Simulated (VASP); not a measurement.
# Se (P6/mmm) in VASP: single point with PBEsol

Aim: the single point of Se with PBEsol.

Everything below comes from runs of VASP 6.6.1. Logs are shortened: lines on timing, memory, paths and dates and some standing lists are left out, and cuts for length are marked.

### Step 1. The cell of the first run

It takes space group P6/mmm (No. 191, hexagonal). Conventional cell: a = 5.065 Å, b = 5.065 Å, c = 2.660 Å, α = 90.00°, β = 90.00°, γ = 120.00°. Se (site symmetry 6/mmm) has 14 Se at 2.66 to 3.21 Å within 3.5 Å. Se (site symmetry -6m2) has 11 Se at 2.66 to 3.21 Å within 3.5 Å.

This isn't the form of Se at room conditions, which is trigonal, of chains.

### Step 2. Single point, PBEsol

INCAR

```
SYSTEM = Se
PREC = Accurate
ENCUT = 520
EDIFF = 1E-6
ISMEAR = 0
SIGMA = 0.1
LREAL = .FALSE.
LASPH = .TRUE.
NELM = 80
ALGO = Normal
ISIF = 2
LWAVE = .FALSE.
LCHARG = .FALSE.
GGA = PS
NBANDS = 16
```

KPOINTS

```
regular mesh
0
G
  6 6 6
  0 0 0
```

POSCAR

```
Se
1.0
    5.0647886413      0.0000000000      0.0000000000
   -2.5323943207      4.3862356282      0.0000000000
    0.0000000000      0.0000000000      2.6595562034
Se
3
Direct
    0.0000000000      0.0000000000      0.0000000000
    0.3333333333      0.6666666667      0.5000000000
    0.6666666667      0.3333333333      0.5000000000
```

Potentials or basis: VASP PAW PBE potentials, release 64 (Se).

Run with:

```bash
$ cat potpaw_PBE.64/Se/POTCAR > POTCAR
$ mpirun -np 1 vasp_std > vasp.out
```

OUTCAR:

```text
SYSTEM = Se
   PREC = Accurate
   ENCUT = 520
   EDIFF = 1E-6
   ISMEAR = 0
   LREAL = .FALSE.
   LASPH = .TRUE.
   NELM = 80
   ISIF = 2
   GGA = PS

 ion  position               nearest neighbor table
   1  0.000  0.000  0.000-
   2  0.333  0.667  0.500-
   3  0.667  0.333  0.500-

  LATTYP: Found a hexagonal cell.
 ALAT       =     5.0647886413
 C/A-ratio  =     0.5251070463

  Lattice vectors:

 A1 = (   5.0647886413,   0.0000000000,   0.0000000000)
 A2 = (  -2.5323943207,   4.3862356282,   0.0000000000)
 A3 = (   0.0000000000,   0.0000000000,   2.6595562034)

Analysis of symmetry for initial positions (statically):
=====================================================================
 Subroutine PRICEL returns:
 Original cell was already a primitive cell.

 Routine SETGRP: Setting up the symmetry group for a
 hexagonal supercell.

 Subroutine GETGRP returns: Found 24 space group operations
 (whereof 24 operations were pure point group operations)
 out of a pool of 24 trial point group operations.

The static configuration has the point symmetry D_6h.

Analysis of symmetry for dynamics (positions and initial velocities):
=====================================================================
 Subroutine PRICEL returns:
 Original cell was already a primitive cell.

 Routine SETGRP: Setting up the symmetry group for a
 hexagonal supercell.

 Subroutine GETGRP returns: Found 24 space group operations
 (whereof 24 operations were pure point group operations)
 out of a pool of 24 trial point group operations.

The dynamic configuration has the point symmetry D_6h.

 Subroutine INISYM returns: Found 24 space group operations
 (whereof 24 operations are pure point group operations),
 and found     1 'primitive' translations

----------------------------------------------------------------------------------------

                                     Primitive cell

  volume of cell :      59.0830

  direct lattice vectors                    reciprocal lattice vectors
     5.064788641  0.000000000  0.000000000     0.197441605  0.113992964  0.000000000
    -2.532394321  4.386235628  0.000000000     0.000000000  0.227985928  0.000000000
     0.000000000  0.000000000  2.659556203     0.000000000  0.000000000  0.376002582

  length of vectors
     5.064788641  5.064788641  2.659556203     0.227985928  0.227985928  0.376002582

  position of ions in fractional coordinates (direct lattice)
     0.000000000  0.000000000  0.000000000
     0.333333333  0.666666667  0.500000000
     0.666666667  0.333333333  0.500000000

  ion indices of the primitive-cell ions
   primitive index   ion index
                 1           1
                 2           2
                 3           3

----------------------------------------------------------------------------------------

 KPOINTS: regular mesh

Automatic generation of k-mesh.
 Grid dimensions read from file:
 generate k-points for:    6    6    6

 Generating k-lattice:

  Cartesian coordinates                     Fractional coordinates (reciprocal lattice)
     0.032906934  0.018998827  0.000000000     0.166666667  0.000000000  0.000000000
     0.000000000  0.037997655  0.000000000     0.000000000  0.166666667  0.000000000
     0.000000000  0.000000000  0.062667097     0.000000000  0.000000000  0.166666667

  Length of vectors
     0.037997655  0.037997655  0.062667097

  Shift w.r.t. Gamma in fractional coordinates (k-lattice)
     0.000000000  0.000000000  0.000000000

 Subroutine IBZKPT returns following result:
 ===========================================

 Found     28 irreducible k-points:

 Following reciprocal coordinates:
            Coordinates               Weight
  0.000000  0.000000  0.000000      1.000000
  0.166667  0.000000  0.000000      6.000000
  0.333333 -0.000000  0.000000      6.000000
  0.500000  0.000000  0.000000      3.000000
  0.166667  0.166667  0.000000      6.000000
  0.333333  0.166667  0.000000     12.000000
[... 16 lines left out ...]
  0.166667  0.000000  0.500000      6.000000
  0.333333 -0.000000  0.500000      6.000000
 [... further k-points ...]
   k-points           NKPTS =     28   k-points in BZ     NKDIM =     28   number of bands    NBANDS=     16
   number of dos      NEDOS =    301   number of ions     NIONS =      3
   total plane-waves  NPLWV =  32000
   dimension x,y,z NGX =    40 NGY =   40 NGZ =   20
   dimension x,y,z NGXF=    80 NGYF=   80 NGZF=   40
   ions per type =               3
   NGX,Y,Z   is equivalent  to a cutoff of  13.13, 13.13, 12.50 a.u.
   NGXF,Y,Z  is equivalent  to a cutoff of  26.26, 26.26, 25.00 a.u.
 SYSTEM =  Se
   PREC   = accura    normal or accurate (medium, high low for compatibility)
   ISTART =      0    job   : 0-new  1-cont  2-samecut
   ICHARG =      2    charge: 1-file 2-atom 10-const
   ISPIN  =      1    spin polarized calculation?
   LNONCOLLINEAR =      F non collinear calculations
   LSORBIT =      F    spin-orbit coupling
   LASPH  =      T    aspherical Exc in radial PAW
   ENCUT  =  520.0 eV  38.22 Ry    6.18 a.u.   9.42  9.42  4.95*2*pi/ulx,y,z
   NELM   =     80;   NELMIN=  2; NELMDL= -5     # of ELM steps
   EDIFF  = 0.1E-05   stopping-criterion for ELM
   LREAL  =      F    real-space projection
   EDIFFG = 0.1E-04   stopping-criterion for IOM
   NSW    =      0    number of steps for IOM
   IBRION =     -1    ionic relax: 0-MD 1-quasi-New 2-CG
   NFREE  =      0    steps in history (QN), initial steepest desc. (CG)
   ISIF   =      2    stress and relaxation
   ISYM   =      2    0-nonsym 1-usesym 2-fastsym
   POTIM  = 0.5000    time-step for ionic-motion
   TEBEG  =    0.0;   TEEND  =   0.0 temperature during run
   PSTRESS=    0.0 pullay stress
   NELECT =      18.0000    total number of electrons
   NUPDOWN=      -1.0000    fix difference up-down
   EMIN   =  10.00;   EMAX   =-10.00  energy-range for DOS
   EFERMI =   0.00;   METHOD = LEGACY
   ISMEAR =     0;   SIGMA  =   0.10  broadening in eV -4-tet -1-fermi 0-gaus
   EFERMI_NEDOS =   21; number of points for ismear=-14 and -15
   IALGO  =     38    algorithm
   IMIX   =      4    mixing-type and parameters
     AMIX     =   0.40;   BMIX     =  1.00
     AMIX_MAG =   1.60;   BMIX_MAG =  1.00
  volume/ion in A,a.u.               =      19.69       132.90
  Fermi-wavevector in a.u.,A,eV,Ry     =   1.101569  2.081663 16.510033  1.213453
  Thomas-Fermi vector in A             =   2.237998
   LORBIT       =      0    0 simple, 1 ext, 2 COOP (PROOUT), +10 PAW based schemes
   GGA     = PS    functional components
   LHFCALC =     F    Hartree Fock is set to
   AEXX    =    0.0000 exact exchange contribution
   IVDW    =     0    specifies the selected vdW correction
   LEPSILON=     F    determine dielectric tensor
   LRPA    =     F    only Hartree local field effects (RPA)
 non-spin polarized calculation
 Gauss-broadening in eV      SIGMA  =   0.10
  energy-cutoff  :      520.00
  volume of cell :       59.08
 maximum number of plane-waves:      1614
 NGX is ok and might be reduce to    40
   NGX = 19   NGY = 19   NGZ =  9

 number of electron      17.9999998 magnetization

 Free energy of the ion-electron system (eV)
  ---------------------------------------------------
  ext. energy  EPLUGINS =         0.00000000
  ---------------------------------------------------
  free energy    TOTEN  =       -10.10593513 eV

  energy without entropy =      -10.09482039  energy(sigma->0) =      -10.10037776

 E-fermi :   5.8281     XC(G=0): -10.8425

 val. band max:        5.8062509229   @ k =   0.3333   0.1667   0.5000
 cond. band min:       5.8354243481   @ k =   0.3333   0.1667   0.3333
 fundamental gap:      0.0291734252
 Fermi energy:         5.8280871313

 k-point     1 :       0.0000    0.0000    0.0000
  band No.  band energies     occupation
      1     -10.8104      2.00000
      2      -7.4872      2.00000
      3      -7.3176      2.00000
      4       0.2902      2.00000
      5       0.2902      2.00000
      6       0.6565      2.00000
[... 8 lines left out ...]
     15      17.6823      0.00000
     16      17.6823      0.00000

 k-point     2 :       0.1667    0.0000    0.0000
  band No.  band energies     occupation
      1     -10.6396      2.00000
      2      -7.7256      2.00000
      3      -7.5046      2.00000
      4      -0.5044      2.00000
      5      -0.0515      2.00000
      6       1.7901      2.00000
[... 8 lines left out ...]
     15      16.5803      0.00000
     16      16.9861      0.00000

 k-point     3 :       0.3333   -0.0000    0.0000
  band No.  band energies     occupation
      1     -10.1435      2.00000
      2      -8.4468      2.00000
      3      -7.7754      2.00000
      4      -1.0864      2.00000
      5       0.6810      2.00000
      6       3.3531      2.00000
[... 8 lines left out ...]
     15      15.5777      0.00000
     16      16.5324      0.00000

 k-point     4 :       0.5000    0.0000    0.0000
  band No.  band energies     occupation
      1      -9.4868      2.00000
      2      -9.2355      2.00000
      3      -7.8802      2.00000
      4      -1.2830      2.00000
      5       2.1602      2.00000
      6       2.4590      2.00000
[... 8 lines left out ...]
     15      15.8898      0.00000
     16      15.9132      0.00000

 k-point     5 :       0.1667    0.1667    0.0000
  band No.  band energies     occupation
      1     -10.3058      2.00000
      2      -8.0906      2.00000
      3      -7.8653      2.00000
      4      -0.4171      2.00000
      5      -0.2828      2.00000
      6       3.3417      2.00000
[... 8 lines left out ...]
     15      15.3848      0.00000
     16      15.6478      0.00000

 k-point     6 :       0.3333    0.1667    0.0000
  band No.  band energies     occupation
      1      -9.6809      2.00000
      2      -8.8161      2.00000
      3      -8.1601      2.00000
      4      -0.6601      2.00000
      5       0.8494      2.00000
      6       2.7568      2.00000
[... 8 lines left out ...]
     15      14.2141      0.00000
     16      15.8677      0.00000

 k-point     7 :       0.3333    0.3333    0.0000
  band No.  band energies     occupation
      1      -9.0736      2.00000
      2      -9.0736      2.00000
      3      -8.6820      2.00000
      4       0.5700      2.00000
      5       0.9029      2.00000
      6       0.9029      2.00000
[... 8 lines left out ...]
     15      12.7124      0.00000
     16      16.6200      0.00000

 k-point     8 :       0.0000    0.0000    0.1667
  band No.  band energies     occupation
      1     -10.2837      2.00000
      2      -6.9908      2.00000
      3      -6.8673      2.00000
      4       0.7655      2.00000
      5       0.7655      2.00000
      6       1.1969      2.00000
[... 8 lines left out ...]
     15      16.1613      0.00000
     16      17.6036      0.00000

 k-point     9 :       0.1667    0.0000    0.1667
  band No.  band energies     occupation
      1     -10.1145      2.00000
      2      -7.2305      2.00000
      3      -7.0409      2.00000
      4       0.0114      2.00000
      5       0.4483      2.00000
      6       2.2786      2.00000
[... 8 lines left out ...]
     15      16.5366      0.00000
     16      16.7767      0.00000
[... 172 lines left out ...]
 k-point    19 :       0.1667    0.1667    0.3333
  band No.  band energies     occupation
      1      -8.3146      2.00000
      2      -6.2351      2.00000
      3      -6.1625      2.00000
      4       0.4025      2.00000
      5       1.6273      2.00000
      6       1.7362      2.00000
[... 8 lines left out ...]
     15      14.7869      0.00000
     16      15.3495      0.00000

 k-point    20 :       0.3333    0.1667    0.3333
  band No.  band energies     occupation
      1      -7.7435      2.00000
      2      -6.9148      2.00000
      3      -6.3479      2.00000
      4       0.6658      2.00000
      5       1.2983      2.00000
      6       1.9030      2.00000
[... 8 lines left out ...]
     15      14.1308      0.00000
     16      15.3442      0.00000

 k-point    21 :       0.3333    0.3333    0.3333
  band No.  band energies     occupation
      1      -7.2018      2.00000
      2      -7.2018      2.00000
      3      -6.7292      2.00000
      4       0.9323      2.00000
      5       1.4848      2.00000
      6       1.4848      2.00000
[... 8 lines left out ...]
     15      14.3375      0.00000
     16      14.6262      0.00000

 k-point    22 :       0.0000    0.0000    0.5000
  band No.  band energies     occupation
      1      -7.2580      2.00000
      2      -5.7523      2.00000
      3      -4.5051      2.00000
      4      -0.5923      2.00000
      5       0.4052      2.00000
      6       0.9058      2.00000
[... 8 lines left out ...]
     15      14.7908      0.00000
     16      14.7908      0.00000

 k-point    23 :       0.1667    0.0000    0.5000
  band No.  band energies     occupation
      1      -7.1264      2.00000
      2      -5.6908      2.00000
      3      -4.7316      2.00000
      4      -0.7362      2.00000
      5       0.1657      2.00000
      6       0.7128      2.00000
[... 8 lines left out ...]
     15      13.7200      0.00000
     16      14.4504      0.00000

 k-point    24 :       0.3333   -0.0000    0.5000
  band No.  band energies     occupation
      1      -6.7690      2.00000
      2      -5.5586      2.00000
      3      -5.2603      2.00000
      4      -0.9889      2.00000
      5      -0.3083      2.00000
      6       0.2996      2.00000
[... 8 lines left out ...]
     15      13.0423      0.00000
     16      13.5900      0.00000

 [... further k-points ...]

------------------------ aborting loop because EDIFF is reached ----------------------------------------

  FORCE on cell =-STRESS in cart. coord.  units (eV):
  Direction    XX          YY          ZZ          XY          YZ          ZX
  --------------------------------------------------------------------------------------
  -------------------------------------------------------------------------------------
  Total       -0.0835249     -0.0835249      0.0952183      0.0000000     -0.0000000      0.0000000
  in kB       -2.2649793     -2.2649793      2.5820731      0.0000000     -0.0000000      0.0000000
  external PRESSURE =      -0.6492951 kB  Pullay stress =       0.0000000 kB

 VOLUME and BASIS-vectors are now :
 -----------------------------------------------------------------------------
  energy-cutoff  :      520.00
  volume of cell :       59.08
      direct lattice vectors                 reciprocal lattice vectors
     5.064788641  0.000000000  0.000000000     0.197441605  0.113992964  0.000000000
    -2.532394321  4.386235628  0.000000000     0.000000000  0.227985928  0.000000000
     0.000000000  0.000000000  2.659556203     0.000000000  0.000000000  0.376002582

 POSITION                                       TOTAL-FORCE (eV/Angst)
 -----------------------------------------------------------------------------------
      0.00000      0.00000      0.00000         0.000000      0.000000      0.000000
     -0.00000      2.92416      1.32978         0.000000     -0.000000      0.000000
      2.53239      1.46208      1.32978        -0.000000      0.000000     -0.000000
 -----------------------------------------------------------------------------------
    total drift:                                0.000000     -0.000000      0.000000

  FREE ENERGIE OF THE ION-ELECTRON SYSTEM (eV)
  ---------------------------------------------------
  free  energy   TOTEN  =       -10.1059351303 eV

  energy  without entropy=      -10.0948203901  energy(sigma->0) =      -10.10037776
```

Run time: 15 s. Hardware: 1 thread of AMD EPYC 9R45 (Zen 5), shared host; peak memory 0.15 GiB.

What came out:

| Quantity | Value |
| --- | --- |
| Free energy | -10.1059 eV |
| Pressure | -0.1 GPa |
| Band gap on the k mesh | zero (bands 9 and 10 overlap by 4.74 eV) |

Levels at points of the mesh, in eV from the Fermi level:
```tsv
k point	band 5	band 6	band 7	band 8	band 9	band 10	band 11	band 12	band 13	band 14
(0.00, 0.00, 0.00)	-5.54	-5.17	-5.17	2.05	2.05	2.63	4.83	5.07	8.48	9.25
(0.50, 0.00, 0.00)	-3.67	-3.37	-0.82	-0.75	-0.27	3.64	3.83	4.67	6.13	9.61
(0.00, 0.00, 0.50)	-5.42	-4.92	-2.90	-2.90	-1.12	-1.12	-0.17	-0.17	4.13	4.13
(0.50, 0.00, 0.50)	-6.35	-5.74	-3.57	-1.50	-0.80	0.30	0.51	1.67	6.21	6.68
```

Caveat: the k points lie up to 0.39 Å⁻¹ apart, too coarse for converged energies and pressures of a metal; the PAW data sets were made with another functional, which shifts forces and pressure a little.
